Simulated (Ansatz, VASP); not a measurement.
## WBr4F2 in VASP and in Ansatz

```
W Br F
1.0
    -6.79716   -0.24491    0.25003
     3.19371   -6.11232   -0.28775
     3.11665    2.37495    5.64426
W Br F
1 4 2
Direct
  0.99999 0.99999 0.00000
  0.12452 0.82340 0.28400
  0.53564 0.70076 0.82097
  0.87551 0.17668 0.71610
  0.46436 0.29914 0.17896
  0.01060 0.80721 0.79218
  0.98938 0.19281 0.20778
```

Change from the starting cell: cell x1, atoms moved at random (sigma 0.15 Å) and cell strained at random (1.5 %), then relaxed without symmetry.

Alike in both runs: functional PBE; k mesh 4 × 2 × 2; occupations gaussian, width 0.1 eV; no spin polarisation.

Ansatz relaxed the structure, and its values are those at the end. VASP's run is a single point on that final structure, the one shown.

|  | VASP | Ansatz |
| --- | --- | --- |
| version | VASP 6.6.1 | Ansatz 0.2.0 |
| potentials or method | VASP PAW PBE potentials, release 64 (W_sv, Br, F), cutoff 520 eV | scalar-relativistic, plane waves, PAW |
| valence electrons in the cell | 56 | 56 |

```csv
,VASP,Ansatz,Ansatz less VASP
gap on the k mesh at the Fermi level (eV),0.99,1.00,+0.004
least direct gap on the mesh (eV),1.21,1.21,+0.002
pressure (GPa),0.3,0.0,-0.27
rms of the force components (eV/Å),0.115,0.003,-0.1124
```

The functional is the same, so the differences come from potentials, cutoffs and numerics.

The k mesh is coarse, so the values compare programs but aren't converged. Spin-orbit coupling is off throughout.
